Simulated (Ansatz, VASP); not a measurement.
**Al6H in VASP and in Ansatz**

```
CELL_PARAMETERS angstrom
5.71430 0.00000 0.00000
-2.85715 4.94873 0.00000
0.00000 0.00000 22.60164
ATOMIC_POSITIONS crystal
Al 0.33333 0.16667 0.17698
Al 0.33333 0.66667 0.17698
Al 0.83333 0.16667 0.17698
Al 0.83333 0.66667 0.17698
Al 0.16667 0.33333 0.27878
Al 0.16667 0.83333 0.27878
Al 0.66667 0.33333 0.27878
Al 0.66667 0.83333 0.27878
Al 0.00000 0.00000 0.38058
Al 0.00000 0.50000 0.38058
Al 0.50000 0.00000 0.38058
Al 0.50000 0.50000 0.38058
H 0.25292 0.16667 0.40049
H 0.41375 0.16667 0.40049
```

Alike in both runs: task single point; functional PBE; k mesh 6 × 6 × 1; occupations gaussian, width 0.1 eV; no spin polarisation.

```csv
,VASP,Ansatz
version,VASP 6.6.1,Ansatz 0.2.0
potentials or method,"VASP PAW PBE potentials, release 64 (Al, H), cutoff 520 eV","scalar-relativistic, plane waves, PAW"
valence electrons in the cell,38,38
```

|  | VASP | Ansatz | Ansatz less VASP |
| --- | --- | --- | --- |
| gap on the k mesh at the Fermi level (eV) | none | none | - |
| rms of the force components (eV/Å) | 1.891 | 1.893 | +0.0021 |
| work function, face that differs most (eV) | 3.76 | 3.76 | -0.002 |

Atom by atom the forces differ by 0.002 eV/Å (rms over components). A gap of «none» marks a metal or a gap that the smearing closes. With one functional, cell and mesh, what is left measures potentials, basis and numerics.
